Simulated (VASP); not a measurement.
Here is a VASP 6.6.1 calculation.

Contents of INCAR:

```
  PREC = Accurate
  ENCUT = 520
  EDIFF = 1E-6
  ISMEAR = 0
  SIGMA = 0.1
  LREAL = F
  LASPH = T
  NELM = 100
  ALGO = Normal
  ISIF = 2
  LWAVE = F
  LCHARG = T
  GGA = PE
  LELF = T
  LVHAR = T
  NBANDS = 29
```

The input KPOINTS:

```
regular mesh
0
Gamma
  4 4 4
```

File POSCAR:

```
B3P4Ir
1.0
    4.7787143800      0.0000000000      0.0000000000
    0.0000000000      4.7787143800      0.0000000000
    0.0000000000      0.0000000000      4.7787143800
B P Ir
3 4 1
Direct
    0.0000000000      0.5000000000      0.5000000000
    0.5000000000      0.5000000000      0.0000000000
    0.5000000000      0.0000000000      0.5000000000
    0.2526776800      0.7473223200      0.7473223200
    0.7473223200      0.7473223200      0.2526776800
    0.7473223200      0.2526776800      0.7473223200
    0.2526776800      0.2526776800      0.2526776800
    0.0000000000      0.0000000000      0.0000000000
```

Potentials or basis: VASP PAW PBE potentials, release 64 (B, P, Ir).

Launch:

```bash
$ cat potpaw_PBE.64/B/POTCAR potpaw_PBE.64/P/POTCAR potpaw_PBE.64/Ir/POTCAR > POTCAR
$ mpirun -np 1 vasp_std > vasp.out
```

What does it give for the pressure?

7.1 GPa.

Predict the band gap on the k mesh.

zero (bands 19 and 20 overlap by 1.47 eV).

Estimate the largest force.

4.557 eV/Å.

Forces in eV/Å, atoms in the order of the input:
```
B    0.000  0.000  0.000
B    0.000  0.000  0.000
B    0.000  0.000  0.000
P    2.631 -2.631 -2.631
P   -2.631 -2.631  2.631
P   -2.631  2.631 -2.631
P    2.631  2.631  2.631
Ir   0.000  0.000  0.000
```

Caveat: the cell stands under pressure; spin-orbit coupling is left out, which moves the levels of the heavy elements; forces of over 1 eV/Å act on the atoms, so gaps and moduli don't describe the material at rest.
